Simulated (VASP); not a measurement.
Wanted: the native input for a VASP 6.6.1 run.

* Task: single point
* Functional: PBE
* Potentials or basis: VASP PAW PBE potentials, release 64 (Be)
* Cutoff: 520 eV
* k mesh: 12 × 12 × 16
* Occupations: gaussian, width 0.1 eV
* Spin: no spin polarisation
* Dipole correction: no
* Further INCAR settings: ALGO = Normal; EDIFF = 1e-07; NBANDS = 10

The structure of Be lies in POSCAR:

```
Be
1.0
    4.8445683319      0.0000000000      0.0000000000
   -2.4222841659      4.1955192458      0.0000000000
    0.0000000000      0.0000000000      2.6565754626
Be
3
Direct
    0.0000000000      0.6799356637      0.0000000000
    0.3200643363      0.3200643363      0.0000000000
    0.6799356637      0.0000000000      0.0000000000
```

This cell differs from its parent crystal: Sr replaced by Be, lengths x 0.695, strained.

The input as run:

INCAR

```
SYSTEM = Be
  PREC = Accurate
  ENCUT = 520
  EDIFF = 1E-7
  ISMEAR = 0
  SIGMA = 0.1
  LREAL = .FALSE.
  LASPH = .TRUE.
  NELM = 60
  ALGO = Normal
  ISIF = 2
  LWAVE = .FALSE.
  LCHARG = .FALSE.
  GGA = PE
  NBANDS = 10
```

KPOINTS

```
regular mesh
0
G
  12 12 16
  0 0 0
```

Potentials or basis: VASP PAW PBE potentials, release 64 (Be).

Run with:

```console
$ cat potpaw_PBE.64/Be/POTCAR > POTCAR
$ mpirun -np 1 vasp_std > vasp.out
```

Results of the run:

The pressure is -18.7 GPa, the largest force is 0.063 eV/Å and the band gap on the k mesh is zero (bands 3 and 4 overlap by 3.36 eV).

Caveat: the cell differs from its parent crystal (Sr replaced by Be, lengths x 0.695, strained); the stress differs along the axes, from -22 to -11 GPa.

Run time: 81 s on 1 thread of Oxide Virtual Turin-like Processor (shared host), peak memory 0.18 GiB.
